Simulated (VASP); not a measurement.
Write the native input for VASP 6.6.1 that does the following.

```
Task                   : relaxation of cell and atoms
Functional             : PBEsol
Potentials or basis    : VASP PAW PBE potentials, release 64 (Cs_sv)
Cutoff                 : 600 eV
k mesh                 : 5 × 5 × 5
Occupations            : methfessel-paxton, width 0.05 eV
Spin                   : no spin polarisation
Dipole correction      : no
Further INCAR settings : ALGO = Normal; EDIFF = 1e-07; IBRION = 2; EDIFFG = -0.03; NSW = 80; ISIF = 3
```

The structure of Cs lies in POSCAR:

```
Cs
1.0
   -3.0335000000      3.0335000000      3.0335000000
    3.0335000000     -3.0335000000      3.0335000000
    3.0335000000      3.0335000000     -3.0335000000
Cs
1
Direct
    0.0000000000      0.0000000000      0.0000000000
```

These files were run (other wordings do the same):

INCAR

```
SYSTEM = Cs
PREC = Accurate
ENCUT = 600
EDIFF = 1E-7
ISMEAR = 1
SIGMA = 0.05
LREAL = .FALSE.
LASPH = .TRUE.
NELM = 100
ALGO = Normal
ISIF = 3
LWAVE = .FALSE.
LCHARG = .FALSE.
GGA = PS
IBRION = 2
NSW = 80
EDIFFG = -0.03
```

KPOINTS

```
Automatic mesh
0
G
  5 5 5
  0 0 0
```

Potentials or basis: VASP PAW PBE potentials, release 64 (Cs_sv).

The run is started by

```console
$ cat potpaw_PBE.64/Cs_sv/POTCAR > POTCAR
$ mpirun -np 1 vasp_std > vasp.out
```

It gave:

| Property | Result |
| --- | --- |
| Relaxed volume | 108.39 Å³/atom |
| Relaxed cell | a = 5.202 Å, b = 5.202 Å, c = 5.202 Å, α = 109.47°, β = 109.47°, γ = 109.47° |
| Space group after relaxing (to 0.05 Å) | Im-3m (No. 229) |
| Energy gained by relaxing | 0.9 meV/atom |
| Ionic steps | 3 |
| Pressure after relaxing | 0.0 GPa |

Caveat: the PAW data sets were made with another functional, which shifts forces and pressure a little.

Run time: 29 s on 1 thread of AMD EPYC 7R13 Processor (Zen 3), with other jobs on the host, peak memory 0.22 GiB.
